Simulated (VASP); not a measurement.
Si2W:

```
CELL_PARAMETERS angstrom
-1.62805 1.62805 3.96647
1.62805 -1.62805 3.96647
1.62805 1.62805 -3.96647
ATOMIC_POSITIONS crystal
W 0.00000 0.00000 0.00000
Si 0.66530 0.66530 0.00000
Si 0.33470 0.33470 0.00000
```

Base run:

- Program: VASP 6.6.1
- Functional: PBEsol
- Potentials or basis: VASP PAW PBE potentials, release 64 (W_sv, Si)
- Cutoff: 520 eV
- k mesh: 12 × 12 × 12
- Occupations: fermi-dirac, width 0.05 eV
- Spin: no spin polarisation

Its results: band gap on the k mesh zero (bands 11 and 12 overlap by 1.23 eV); pressure -9.9 GPa; largest force 0.073 eV/Å.

Q: The run is repeated on the same cell with these changes: functional from PBEsol to r2SCAN. What comes out?

A: Band gap on the k mesh zero (bands 11 and 12 overlap by 1.27 eV); pressure -9.4 GPa; largest force 0.126 eV/Å.

Caveats: the cell stands under tension; the PAW data sets were made with another functional, which shifts forces and pressure a little; spin-orbit coupling is left out, which moves the levels of the heavy elements.
